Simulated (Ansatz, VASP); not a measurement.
W: VASP beside Ansatz

```
CELL_PARAMETERS angstrom
5.18269 0.00000 0.00000
0.00000 5.18269 0.00000
0.00000 0.00000 5.18269
ATOMIC_POSITIONS crystal
W 0.00000 0.00000 0.00000
W 0.50000 0.50000 0.50000
W 0.00000 0.50000 0.25000
W 0.00000 0.50000 0.75000
W 0.25000 0.00000 0.50000
W 0.75000 0.00000 0.50000
W 0.50000 0.75000 0.00000
W 0.50000 0.25000 0.00000
```

Change from the starting cell: volume scaled by 1.06, ions relaxed.

Alike in both runs: functional PBE; k mesh 9 × 9 × 9; occupations fermi-dirac, width 0.05 eV; no spin polarisation.

Ansatz relaxed the structure, and its values are those at the end. VASP's run is a single point on that final structure, the one shown.

|  | VASP | Ansatz |
| --- | --- | --- |
| version | VASP 6.6.1 | Ansatz 0.2.0 |
| potentials or method | VASP PAW PBE potentials, release 64 (W_sv) | plane-wave PAW, scalar-relativistic |
| plane-wave cutoff (eV) | 520 | 420 |
| valence electrons in the cell | 112 | 112 |

|  | VASP | Ansatz | Ansatz less VASP |
| --- | --- | --- | --- |
| pressure (GPa) | -15.4 | -15.7 | -0.35 |

Ansatz's warnings: stress scf threshold loose.

Neither program's run includes spin-orbit coupling.
